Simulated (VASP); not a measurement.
# SiNi3: single point with PBEsol

Crystal: SiNi3.

```xyz
4
Lattice="3.4612 0.0000 0.0000 0.0000 3.5478 0.0000 0.0000 0.0000 3.4612" Properties=species:S:1:pos:R:3 pbc="T T T"
Si    0.0000    0.0000    0.0000
Ni    0.0000    1.7739    1.7306
Ni    1.7306    0.0000    1.7306
Ni    1.7306    1.7739    0.0000
```

This cell differs from its parent crystal: strain +0.0250 x Voigt [0, 1, 0, 0, 0, 0].

```json
{
 "Program": "VASP 6.6.1",
 "Task": "single point",
 "Functional": "PBEsol",
 "Potentials or basis": "VASP PAW PBE potentials, release 64 (Si, Ni)",
 "Cutoff": "520 eV",
 "k mesh": "14 × 14 × 14",
 "Occupations": "gaussian, width 0.15 eV",
 "Spin": "no spin polarisation"
}
```

The pressure is -5.4 GPa and the band gap on the k mesh is zero (band 17 reaches 10.82 eV, above the bottom of band 18 at 10.50 eV).

Stress tensor (GPa, compression positive):
```
-3.99  0.00  0.00
 0.00 -8.20  0.00
 0.00  0.00 -3.99
```

Levels at points of the mesh, in eV from the Fermi level:
```csv
k point,band 13,band 14,band 15,band 16,band 17,band 18,band 19,band 20,band 21,band 22
"(0.00, 0.00, 0.00)",-0.75,-0.71,-0.57,-0.31,-0.03,-0.03,0.09,4.91,6.26,6.52
"(0.50, 0.00, 0.00)",-1.37,-1.28,-1.18,-0.60,-0.02,3.54,3.85,5.00,5.14,5.42
"(0.00, 0.50, 0.00)",-1.30,-1.30,-1.19,-0.51,0.09,3.59,3.59,5.37,5.37,5.40
"(0.50, 0.50, 0.00)",-1.46,-1.44,-1.18,-1.05,-1.01,0.62,0.63,5.75,6.48,7.72
"(0.50, 0.00, 0.50)",-1.43,-1.43,-1.10,-1.05,-0.94,0.71,0.71,5.57,6.21,7.50
"(0.50, 0.50, 0.50)",-1.45,-1.36,-1.21,-0.48,-0.26,-0.21,-0.21,1.27,3.95,4.10
```

It took 4.3 min on 1 thread of Intel Xeon 6975P-C (shared host), peak memory 0.36 GiB.

Caveat: the cell differs from its parent crystal (strain +0.0250 x Voigt [0, 1, 0, 0, 0, 0]); the PAW data sets were made with another functional, which shifts forces and pressure a little. Spin polarisation is off, so any magnetic state and its effect on volume and gap are missing.
